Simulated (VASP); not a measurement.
Write the native input for VASP 6.6.1 that does the following.

```
Task                   : single point
Functional             : PBE
Potentials or basis    : VASP PAW PBE potentials, release 64 (Al, H)
Cutoff                 : 520 eV
k mesh                 : 2 × 2 × 2
Occupations            : gaussian, width 0.05 eV
Spin                   : no spin polarisation
Dipole correction      : no
Further INCAR settings : LREAL = Auto; ALGO = Normal; EDIFF = 1e-06; NBANDS = 70
```

The structure of Al32H (a cell with a defect) lies in POSCAR:

```
Al32H
1.0
    8.1000000000      0.0000000000      0.0000000000
    0.0000000000      8.1000000000      0.0000000000
    0.0000000000      0.0000000000      8.1000000000
Al H
32 1
Direct
    0.5035450617      0.0035535802     -0.0004219753
    0.7456922222      0.2456502469     -0.0003256790
    0.7482522222      0.0012804938      0.2512955556
    0.0012906173     -0.0006758025     -0.0012622222
    0.2485079012      0.2502685185     -0.0012908642
    0.4993312346      0.5013197531     -0.0012628395
    0.7502771605      0.7484875309     -0.0012777778
    0.2494441975      0.0036159259      0.2536290123
    0.5012806173      0.2482208642      0.2512969136
    0.7456117284      0.5004055556      0.2538749383
    0.5012445679      0.0012461728      0.4985319753
    0.7482971605      0.2482665432      0.4985461728
    0.7457695062      0.0037100000      0.7502402469
   -0.0097375309      0.4903333333      0.0099679012
    0.2589700000      0.7588780247      0.0094275309
    0.0003782716      0.2455780247      0.2538677778
    0.2485587654      0.5012977778      0.2493445679
    0.5036179012      0.7494169136      0.2536391358
    0.0004140741      0.0036997531      0.4960611111
    0.2495075309      0.2457280247      0.4960537037
    0.5037086420      0.5004388889      0.4960430864
    0.7457693827      0.7494769136      0.4960535802
    0.2485949383     -0.0006730864      0.7510522222
    0.5037118519      0.2457174074      0.7502374074
    0.7503353086      0.5015628395      0.7513422222
    0.0012628395      0.7485300000      0.2493450617
    0.0014943210      0.5015241975      0.5004564198
    0.2486165432      0.7485822222      0.5003844444
    0.0015411111      0.2503248148      0.7513496296
    0.2593162963      0.4905275309      0.7402116049
    0.4993341975      0.7485665432      0.7510471605
   -0.0095279012      0.7592087654      0.7402271605
    0.1244967901      0.6244681481      0.8748722222
```

These files were run (other wordings do the same):

INCAR

```
SYSTEM = Al32H
PREC     = Accurate       ! precision mode
ENCUT    = 520            ! plane-wave cutoff, eV
EDIFF    = 1E-6           ! SCF threshold, eV
ISMEAR   = 0              ! smearing method
SIGMA    = 0.05           ! smearing width, eV
LREAL    = Auto         
LASPH    = .TRUE.         ! aspherical terms in the spheres
NELM     = 100            ! most SCF steps
ALGO     = Normal         ! electronic algorithm
ISIF     = 2              ! what is computed and relaxed
LWAVE    = .FALSE.        ! write WAVECAR
LCHARG   = .FALSE.        ! write CHGCAR
GGA      = PE             ! functional
NBANDS   = 70             ! bands
```

KPOINTS

```
regular mesh
0
G
  2 2 2
  0 0 0
```

Potentials or basis: VASP PAW PBE potentials, release 64 (Al, H).

Launch:

```bash
$ cat potpaw_PBE.64/Al/POTCAR potpaw_PBE.64/H/POTCAR > POTCAR
$ mpirun -np 1 vasp_std > vasp.out
```

Results of the run:

* Pressure: 1.0 GPa
* Largest force: 0.026 eV/Å
* Band gap on the k mesh: zero (an odd number of electrons rules out a gap without spin polarisation)

Caveat: the k points lie up to 0.39 Å⁻¹ apart, too coarse for converged energies and pressures of a metal.

Run time: 5.1 min on 1 thread of Intel(R) Xeon(R) Platinum 8488C (Sapphire Rapids), with other jobs on the host, peak memory 0.56 GiB.
